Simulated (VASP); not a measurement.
Runs of VASP 6.6.1 on LiBr. The structure is that of space group Fm-3m (No. 225), or close to it. The cells are those of the table. 

```csv
cell,gap on the mesh (eV),pressure (GPa)
"a = 3.871, b = 3.871, c = 3.890 Å, angles 59.8, 59.8, 60.3°, 2 atoms",5.91,-0.4
"a = 3.880, b = 3.880, c = 3.890 Å, angles 59.9, 59.9, 60.2°, 2 atoms",5.89,-0.5
"a = 3.890 Å, angles 60.0°, 2 atoms",5.87,(b)
"a = 3.900, b = 3.900, c = 3.890 Å, angles 60.1, 60.1, 59.8°, 2 atoms",5.84,(c)
"a = 3.910, b = 3.910, c = 3.890 Å, angles 60.2, 60.2, 59.7°, 2 atoms",(a),-0.9
```

Alike in all rows: task single point; level r2SCAN; potentials or basis VASP PAW PBE potentials, release 64 (Li_sv, Br); no spin polarisation; k mesh 6 × 6 × 6; cutoff (eV) 830; smearing fermi-dirac 0.05 eV.

**Question.** Estimate the missing entries.

**Answer.** (a) 5.81; (b) -0.7; (c) -0.8.

Caveats: the PAW data sets were made with another functional, which shifts forces and pressure a little.

A k mesh can miss the band edges, and the runs leave out spin-orbit coupling on Br.
